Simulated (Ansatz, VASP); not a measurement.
# One calculation of B6As, two programs

```
CELL_PARAMETERS angstrom
3.03876 1.75443 3.91631
-3.03876 1.75443 3.91631
0.00000 -3.50886 3.91631
ATOMIC_POSITIONS crystal
B 0.01560 0.01560 0.32436
B 0.01560 0.32436 0.01560
B 0.82188 0.27250 0.82188
B 0.82188 0.82188 0.27250
B 0.27250 0.82188 0.82188
B 0.72750 0.17812 0.17812
B 0.17812 0.72750 0.17812
B 0.17812 0.17812 0.72750
B 0.98440 0.67564 0.98440
B 0.98440 0.98440 0.67564
B 0.67564 0.98440 0.98440
B 0.32436 0.01560 0.01560
As 0.60086 0.60086 0.60086
As 0.39914 0.39914 0.39914
```

Alike in both runs: task single point; functional LDA; k mesh 6 × 6 × 6; occupations gaussian, width 0.02 eV; no spin polarisation.

|  | VASP | Ansatz |
| --- | --- | --- |
| version | VASP 6.6.1 | Ansatz 0.2.0 |
| potentials or method | VASP PAW LDA potentials, release 64 (B, As), cutoff 520 eV | scalar-relativistic, plane waves, PAW |
| valence electrons in the cell | 46 | 66 |

```tsv
	VASP	Ansatz	Ansatz less VASP
gap on the k mesh at the Fermi level (eV)	2.67	2.66	-0.004
least direct gap on the mesh (eV)	2.70	2.70	-0.004
```

LDA's correlation is that of Perdew and Zunger in VASP and of Perdew and Wang (1992) in Ansatz. VASP's potentials hold 46 valence electrons a cell and Ansatz's 66, so a difference there can come from the potentials and not from the codes.
